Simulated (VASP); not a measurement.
Wanted: the native input for a VASP 6.6.1 run.

```
Task                   : single point
Functional             : PBE
Potentials or basis    : VASP PAW PBE potentials, release 64 (In_d, Sb, O)
Cutoff                 : 520 eV
k mesh                 : 6 × 6 × 4
Occupations            : gaussian, width 0.1 eV
Spin                   : no spin polarisation
Dipole correction      : no
Further INCAR settings : ALGO = Fast; EDIFF = 1e-06; NBANDS = 23
```

The structure of InSbO2 lies in POSCAR:

```
InSbO2
1.0
    3.4433103100      0.0000000000      0.0000000000
    0.0000000000      3.5406473800      0.0000000000
    0.0000000000      0.0000000000      6.1730040500
In Sb O
1 1 2
Direct
    0.0000000000      0.0000000000      0.0000000000
    0.5000000000      0.5000000000      0.5000000000
    0.0000000000      0.5000000000      0.7404888900
    0.0000000000      0.5000000000      0.2595111100
```

The cell was generated, and may not be a known phase.

These files were run (other wordings do the same):

INCAR

```
SYSTEM = InSbO2
ALGO = Fast
EDIFF = 1E-6
ENCUT = 520
GGA = PE
ISIF = 2
ISMEAR = 0
LASPH = .TRUE.
LCHARG = .FALSE.
LREAL = .FALSE.
LWAVE = .FALSE.
NBANDS = 23
NELM = 60
PREC = Accurate
SIGMA = 0.1
```

KPOINTS

```
k-points
0
G
  6 6 4
  0 0 0
```

Potentials or basis: VASP PAW PBE potentials, release 64 (In_d, Sb, O).

Launch:

```sh
$ cat potpaw_PBE.64/In_d/POTCAR potpaw_PBE.64/Sb/POTCAR potpaw_PBE.64/O/POTCAR > POTCAR
$ mpirun -np 1 vasp_std > vasp.out
```

It gave:

```
Pressure               : -3.4 GPa
Largest force          : 0.655 eV/Å
Band gap on the k mesh : zero (bands 15 and 16 overlap by 0.50 eV)
```

Caveat: the stress differs along the axes, from -8 to -1 GPa; spin-orbit coupling is left out, which moves the levels of the heavy elements.

Run time: 2.3 min on 1 thread of Oxide Virtual Turin-like Processor (shared host), peak memory 0.21 GiB.
